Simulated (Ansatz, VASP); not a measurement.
One calculation of LiF, two programs

```
Li F
1.0
     0.00000    2.16585    2.16585
     2.16585    0.00000    2.16585
     2.16585    2.16585    0.00000
Li F
1 1
Cartesian
  0.0000 0.0000 0.0000
  1.0829 1.0829 1.0829
```

Alike in both runs: task single point; functional r2SCAN; k mesh 8 × 8 × 8; no spin polarisation.

```csv
,VASP,Ansatz
version,VASP 6.6.1,Ansatz 0.2.0
potentials or method,"VASP PAW PBE potentials, release 64 (Li_sv, F)","plane waves, PAW"
plane-wave cutoff (eV),520,500
occupations,"gaussian, width 0.01 eV",fixed
valence electrons in the cell,10,10
```

```tsv
	VASP	Ansatz	Ansatz less VASP
gap on the k mesh at the Fermi level (eV)	8.59	8.49	-0.100
```

VASP's potentials were made for PBE, not for r2SCAN.

Noted on VASP's run: the cutoff is short for stress, so the pressure is rough.
